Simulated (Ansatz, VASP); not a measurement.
**MoS2: VASP beside Ansatz**

```xyz
3
Lattice="1.5800 0.9122 6.1500 -1.5800 0.9122 6.1500 0.0000 -1.8244 6.1500" Properties=species:S:1:pos:R:3 pbc="T T T"
Mo    0.0000    0.0000    0.0000
S     0.0000    0.0000    7.6936
S     0.0000    0.0000    4.6125
```

Alike in both runs: functional PBEsol; k mesh 10 × 10 × 10; occupations fermi-dirac, width 0.05 eV; non-collinear spin, spin-orbit coupling.

|  | VASP | Ansatz |
| --- | --- | --- |
| version | VASP 6.6.1 | Ansatz 0.2.0 |
| potentials or method | VASP PAW PBE potentials, release 64 (Mo_sv, S) | Ansatz PAW |
| plane-wave cutoff (eV) | 520 | 420 |
| valence electrons in the cell | 26 | 26 |
| task | single point | band structure |

```csv
,VASP,Ansatz,Ansatz less VASP
pressure (GPa),0.3,0.3,0.00
"traceless stress, the component that is largest in VASP (GPa)",1.96,1.98,+0.021
rms of the force components (eV/Å),0.109,0.108,-0.0007
```

VASP's potentials were made for PBE, not for PBEsol. Atom by atom the forces differ by 0.001 eV/Å (rms over components).
